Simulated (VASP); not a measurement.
The system is Nd2GeB.

```
CELL_PARAMETERS angstrom
4.15749 0.00000 0.00000
-2.07874 3.60049 0.00000
0.00000 0.00000 6.50787
ATOMIC_POSITIONS crystal
Nd 0.33333 0.66667 0.27953
Nd 0.66667 0.33333 0.72047
Ge 0.00000 0.00000 0.00000
B 0.00000 0.00000 0.50000
```

The cell was built from a structure type or drawn by symmetry, and may not be a known phase.

* Program: VASP 6.6.1
* Task: relaxation of cell and atoms
* Functional: PBE
* Potentials or basis: VASP PAW PBE potentials, release 64 (Nd_3, Ge_d, B), 4f in core
* Cutoff: 500 eV
* k mesh: 12 × 12 × 8
* Occupations: gaussian, width 0.1 eV
* Spin: no spin polarisation

At the start: pressure 0.4 GPa; volume 24.35 Å³/atom.

How do energy, volume and symmetry change on relaxing?

Over 10 steps the energy falls by 5.0 meV/atom and the volume is 24.46 Å³/atom (+0.5 %); space group P-3m1 (No. 164, to 0.1 Å) before and after.

The path:
```
step  energy change (eV)  largest force (eV/Å)  pressure (GPa)  volume (Å³)
   1              0.0000                0.0019            0.40        97.42
   2             -0.0030                0.0166           -0.16        98.27
   3             -0.0034                0.0231           -0.43        98.70
   4             -0.0058                0.0309           -0.41        98.67
   5             -0.0124                0.0385           -0.34        98.54
   6             -0.0196                0.0356           -0.21        98.19
   7             -0.0196                0.0340           -0.21        98.16
   8             -0.0196                0.0046            0.28        97.45
   9             -0.0199                0.0204            0.02        97.83
  10             -0.0199                0.0060            0.01        97.86
```

Final structure:
```yaml
crystal:
  lattice:
    - [4.28239, 0.00000, 0.00000]
    - [-2.14120, 3.70866, 0.00000]
    - [0.00000, 0.00000, 6.16158]
  atoms:
    - { symbol: Nd, position: [0.33333, 0.66667, 0.27800] }
    - { symbol: Nd, position: [0.66667, 0.33333, 0.72200] }
    - { symbol: Ge, position: [0.00000, 0.00000, 0.00000] }
    - { symbol: B, position: [0.00000, 0.00000, 0.50000] }
```
